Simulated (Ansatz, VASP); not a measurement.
# Two plane-wave programs on AlGa3P4

The input INCAR:

```
PREC = Accurate
ENCUT = 520
EDIFF = 1E-7
ISMEAR = 0
SIGMA = 0.01
LREAL = False
LASPH = True
NELM = 80
ALGO = Normal
ISIF = 2
LWAVE = False
LCHARG = False
GGA = PE
NBANDS = 41
```

The input KPOINTS:

```
Automatic mesh
0
Gamma
  6 4 4
```

The input POSCAR:

```
AlGa3P4
1.0
    3.8973881532      0.0000000000      0.0000000000
    0.0000000000      3.8943577107      5.5022622186
    0.0000000000     -3.8943577107      5.5022622186
Al Ga P
1 3 4
Direct
    0.0000000000      0.0002646483      0.0002646483
    0.5000000000      0.0001489127      0.4998887047
    0.5000000000      0.4998887047      0.0001489127
    0.0000000000      0.4998548039      0.4998548039
    0.5000000000      0.1244269174      0.1244269174
    0.0000000000      0.1246713328      0.6258108441
    0.0000000000      0.6258108441      0.1246713328
    0.5000000000      0.6249338362      0.6249338362
```

Input for Ansatz:

```yaml
crystal:
  lattice:
    - [3.8973881532, 0.0, 0.0]
    - [0.0, 3.8943577107, 5.5022622186]
    - [0.0, -3.8943577107, 5.5022622186]
  atoms:
    - { symbol: Al, position: [0.0, 0.0002646483, 0.0002646483] }
    - { symbol: Ga, position: [0.5, 0.0001489127, 0.4998887047] }
    - { symbol: Ga, position: [0.5, 0.4998887047, 0.0001489127] }
    - { symbol: Ga, position: [0.0, 0.4998548039, 0.4998548039] }
    - { symbol: P, position: [0.5, 0.1244269174, 0.1244269174] }
    - { symbol: P, position: [0.0, 0.1246713328, 0.6258108441] }
    - { symbol: P, position: [0.0, 0.6258108441, 0.1246713328] }
    - { symbol: P, position: [0.5, 0.6249338362, 0.6249338362] }
kpoints:
  mp_grid: { grid: [6, 4, 4] }
hamiltonian:
  xc: pbe
scf:
  occupations: { method: fixed }
  n_extra_bands: 6
output:
  forces: true
  stress: true
  eigenvalues: true
```

Alike in both runs: task single point; functional PBE; k mesh 6 × 4 × 4; no spin polarisation.

|  | VASP | Ansatz |
| --- | --- | --- |
| version | VASP 6.6.1 | Ansatz 0.2.0 |
| potentials or method | VASP PAW PBE potentials, release 64 (Al, Ga_d, P) | plane waves, PAW |
| plane-wave cutoff (eV) | 520 | 420 |
| occupations | gaussian, width 0.01 eV | fixed |
| valence electrons in the cell | 62 | 62 |

Ansatz gave:

| Quantity | Value |
| --- | --- |
| gap on the k mesh at the Fermi level (eV) | 1.56 |
| pressure (GPa) | 0.0 |

**Question.** Which values does VASP return?

**Answer.** gap on the k mesh at the Fermi level (eV): 1.55; pressure (GPa): 0.0.
